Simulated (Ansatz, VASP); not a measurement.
**AlNi2 in VASP and in Ansatz**

File INCAR:

```
PREC     = Accurate       # precision mode
ENCUT    = 520            # plane-wave cutoff, eV
EDIFF    = 1E-7           # SCF threshold, eV
ISMEAR   = 0              # smearing method
SIGMA    = 0.05           # smearing width, eV
LREAL    = False          # projectors in reciprocal space
LASPH    = True           # aspherical terms in the spheres
NELM     = 60             # most SCF steps
ALGO     = Fast           # electronic algorithm
ISIF     = 2              # what is computed and relaxed
LWAVE    = False          # write WAVECAR
LCHARG   = True           # write CHGCAR
GGA      = PS             # functional
LELF     = True           # ELF
LVHAR    = True         
NBANDS   = 32             # bands
```

File KPOINTS:

```
Automatic mesh
0
Gamma
  12 12 8
```

POSCAR

```
AlNi2
1.0
    3.9740030242      0.0000000000      0.0000000000
   -1.9870015121      3.4415875737      0.0000000000
    0.0000000000      0.0000000000      4.9042588200
Al Ni
2 4
Direct
    0.3333333333      0.6666666667      0.1898740600
    0.6666666667      0.3333333333      0.8101259400
    0.3333333333      0.6666666667      0.6851100400
    0.6666666667      0.3333333333      0.3148899600
    0.0000000000      0.0000000000      0.5000000000
    0.0000000000      0.0000000000      0.0000000000
```

Input for Ansatz:

```yaml
crystal:
  lattice:
    - [3.9740030242, 0.0, 0.0]
    - [-1.9870015121, 3.4415875737, 0.0]
    - [0.0, 0.0, 4.90425882]
  atoms:
    - { symbol: Al, position: [0.3333333333, 0.6666666667, 0.18987406] }
    - { symbol: Al, position: [0.6666666667, 0.3333333333, 0.81012594] }
    - { symbol: Ni, position: [0.3333333333, 0.6666666667, 0.68511004] }
    - { symbol: Ni, position: [0.6666666667, 0.3333333333, 0.31488996] }
    - { symbol: Ni, position: [0.0, 0.0, 0.5] }
    - { symbol: Ni, position: [0.0, 0.0, 0.0] }
basis:
  ecutwfc: 420
kpoints:
  mp_grid: { grid: [12, 12, 8] }
hamiltonian:
  xc: pbesol
scf:
  occupations: { method: gaussian, width: 0.05 }
output:
  forces: true
  stress: true
  eigenvalues: true
```

Alike in both runs: task single point; functional PBEsol; k mesh 12 × 12 × 8; occupations gaussian, width 0.05 eV; no spin polarisation.

|  | VASP | Ansatz |
| --- | --- | --- |
| version | VASP 6.6.1 | Ansatz 0.2.0 |
| potentials or method | VASP PAW PBE potentials, release 64 (Al, Ni), cutoff 520 eV | scalar-relativistic, plane waves, PAW |
| valence electrons in the cell | 46 | 78 |

Ansatz gave:

| Quantity | Value |
| --- | --- |
| gap on the k mesh at the Fermi level (eV) | none |
| pressure (GPa) | 0.1 |
| rms of the force components (eV/Å) | 0.021 |

**Question.** Which values does VASP return?

**Answer.** gap on the k mesh at the Fermi level (eV): none; pressure (GPa): 0.2; rms of the force components (eV/Å): 0.021.

VASP's potentials were made for PBE, not for PBEsol. Atom by atom the forces differ by 0.004 eV/Å (rms over components). A gap of «none» marks a metal or a gap that the smearing closes. VASP's potentials hold 46 valence electrons a cell and Ansatz's 78, so a difference there can come from the potentials and not from the codes.
